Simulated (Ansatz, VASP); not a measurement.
# Rb2BrCl in VASP and in Ansatz

File POSCAR:

```
Rb2BrCl
1.0
    2.3904422861      1.3801224974      7.8205419612
   -2.3904422861      1.3801224974      7.8205419612
    0.0000000000     -2.7602449947      7.8205419612
Cl Br Rb
1 1 2
Direct
    1.0000000000      0.0000000000      0.0000000000
    0.5000000000      0.5000000000      0.5000000000
    0.2539867118      0.2539867118      0.2539867118
    0.7460132882      0.7460132882      0.7460132882
```

The input INCAR.step1:

```
PREC = Accurate
ENCUT = 520
ISMEAR = 0
SIGMA = 0.01
LREAL = False
LASPH = True
NELM = 80
NBANDS = 24
GGA = PE
ALGO = Normal
EDIFF = 1E-4
LWAVE = True
LCHARG = False
```

The input INCAR.step2:

```
PREC = Accurate
ENCUT = 520
EDIFF = 1E-6
ISMEAR = 0
SIGMA = 0.01
LREAL = False
LASPH = True
NELM = 80
ALGO = Normal
ISIF = 2
LWAVE = False
LCHARG = False
METAGGA = R2SCAN
LMIXTAU = True
NBANDS = 24
ISTART = 1
```

KPOINTS

```
Automatic mesh
0
Gamma
  6 6 6
```

Input for Ansatz:

```yaml
crystal:
  lattice:
    - [2.3904422861, 1.3801224974, 7.8205419612]
    - [-2.3904422861, 1.3801224974, 7.8205419612]
    - [0.0, -2.7602449947, 7.8205419612]
  atoms:
    - { symbol: Cl, position: [1.0, 0.0, 0.0] }
    - { symbol: Br, position: [0.5, 0.5, 0.5] }
    - { symbol: Rb, position: [0.2539867118, 0.2539867118, 0.2539867118] }
    - { symbol: Rb, position: [0.7460132882, 0.7460132882, 0.7460132882] }
kpoints:
  mp_grid: { grid: [6, 6, 6] }
  band_path:
    path:
      - [0.0, 0.0, 0.0]
      - [0.5, 0.5, 0.5]
      - [0.8125712796, 0.1874287204, 0.5]
      - [0.5, -0.1874287204, 0.1874287204]
      - [0.5, 0.0, 0.0]
      - [0.3437143602, -0.3437143602, 0.0]
      - [0.6562856398, 0.0, 0.3437143602]
      - [0.5, 0.0, 0.5]
    npoints: 1
hamiltonian:
  xc: r2scan
scf:
  occupations: { method: fixed }
  n_extra_bands: 5
output:
  forces: true
  stress: true
  eigenvalues: true
```

Alike in both runs: task single point; functional r2SCAN; k mesh 6 × 6 × 6; no spin polarisation.

|  | VASP | Ansatz |
| --- | --- | --- |
| version | VASP 6.6.1 | Ansatz 0.2.0 |
| potentials or method | VASP PAW PBE potentials, release 64 (Cl, Br, Rb_sv) | plane waves, PAW |
| plane-wave cutoff (eV) | 520 | 500 |
| occupations | gaussian, width 0.01 eV | fixed |
| valence electrons in the cell | 32 | 32 |

|  | VASP | Ansatz | Ansatz less VASP |
| --- | --- | --- | --- |
| gap on the k mesh at the Fermi level (eV) | 5.03 | 5.03 | -0.001 |
| pressure (GPa) | 0.0 | 0.0 | -0.01 |

VASP's potentials were made for PBE, not for r2SCAN.
